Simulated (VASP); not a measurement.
The system is ZnSe (zincblende type).

```
CELL_PARAMETERS angstrom
0.00000 2.87982 2.87982
2.87982 0.00000 2.87982
2.87982 2.87982 0.00000
ATOMIC_POSITIONS crystal
Zn 0.00000 0.00000 0.00000
Se 0.25000 0.25000 0.25000
```

- Program: VASP 6.6.1
- Task: relaxation of cell and atoms
- Functional: PBEsol
- Potentials or basis: VASP PAW PBE potentials, release 64 (Zn, Se)
- Cutoff: 600 eV
- k mesh: 11 × 11 × 11
- Occupations: fermi-dirac, width 0.08 eV
- Spin: no spin polarisation

At the start: pressure -3.5 GPa; volume 23.88 Å³/atom.

Task: How do energy, volume and symmetry change on relaxing?

Result: Over 3 steps the energy falls by 17.0 meV/atom and the volume is 22.42 Å³/atom (-6.1 %); space group F-43m (No. 216, to 0.05 Å).

Step by step:
| step | energy change (eV) | largest force (eV/Å) | pressure (GPa) | volume (Å³) |
| --- | --- | --- | --- | --- |
| 1 | 0.0000 | 0.0000 | -3.55 | 47.77 |
| 2 | -0.0321 | 0.0000 | 0.94 | 44.20 |
| 3 | -0.0341 | 0.0000 | 0.03 | 44.84 |

Final structure:
```
CELL_PARAMETERS angstrom
0.00000 2.81984 2.81984
2.81984 0.00000 2.81984
2.81984 2.81984 0.00000
ATOMIC_POSITIONS crystal
Zn 0.00000 0.00000 0.00000
Se 0.25000 0.25000 0.25000
```

Caveat: the PAW data sets were made with another functional, which shifts forces and pressure a little.
